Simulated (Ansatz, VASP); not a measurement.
## HfB2 in VASP and in Ansatz

File INCAR:

```
PREC = Accurate
ENCUT = 520
EDIFF = 1E-7
ISMEAR = -1
SIGMA = 0.05
LREAL = F
LASPH = T
NELM = 80
ALGO = Normal
ISIF = 2
LWAVE = F
LCHARG = F
GGA = PS
NBANDS = 15
```

KPOINTS

```
Automatic mesh
0
Gamma
  13 13 11
```

File POSCAR:

```
HfB2
1.0
    3.1400001005      0.0000000000      0.0000000000
   -1.5700000503      2.7193198549      0.0000000000
    0.0000000000      0.0000000000      3.4104000000
Hf B
1 2
Direct
    0.0000000000      0.0000000000      0.0000000000
    0.3333333333      0.6666666667      0.5000000000
    0.6666666667      0.3333333333      0.5000000000
```

Input for Ansatz:

```yaml
crystal:
  lattice:
    - [3.1400001005, 0.0, 0.0]
    - [-1.5700000503, 2.7193198549, 0.0]
    - [0.0, 0.0, 3.4104]
  atoms:
    - { symbol: Hf, position: [0.0, 0.0, 0.0] }
    - { symbol: B, position: [0.3333333333, 0.6666666667, 0.5] }
    - { symbol: B, position: [0.6666666667, 0.3333333333, 0.5] }
kpoints:
  mp_grid: { grid: [13, 13, 11] }
  band_path:
    path:
      - [0.0, 0.0, 0.0]
      - [0.5, 0.0, 0.0]
      - [0.3333333333, 0.3333333333, 0.0]
      - [0.0, 0.0, 0.0]
      - [0.0, 0.0, 0.5]
      - [0.5, 0.0, 0.5]
      - [0.3333333333, 0.3333333333, 0.5]
      - [0.0, 0.0, 0.5]
      - [0.5, 0.0, 0.5]
    npoints: 5
scf:
  occupations: { method: fermi_dirac, width: 0.05 }
hamiltonian:
  xc: pbesol
  pseudopotentials: { kind: all_electron, lapw: { basis_error: 0.0005 } }
output:
  forces: true
  stress: true
  eigenvalues: true
```

Change from the starting cell: zz strain of -2 %.

Alike in both runs: task single point; functional PBEsol; k mesh 13 × 13 × 11; occupations fermi-dirac, width 0.05 eV; no spin polarisation.

|  | VASP | Ansatz |
| --- | --- | --- |
| version | VASP 6.6.1 | Ansatz 0.2.0 |
| potentials or method | VASP PAW PBE potentials, release 64 (Hf_pv, B), cutoff 520 eV | all-electron LAPW, scalar-relativistic |

|  | VASP | Ansatz | Ansatz less VASP |
| --- | --- | --- | --- |
| pressure (GPa) | 0.4 | 0.5 | +0.06 |
| traceless stress, the component that is largest in VASP (GPa) | 3.80 | 3.60 | -0.199 |

VASP's potentials were made for PBE, not for PBEsol. Ansatz ran all-electron here, and VASP with PAW potentials.

Spin-orbit coupling is off throughout.
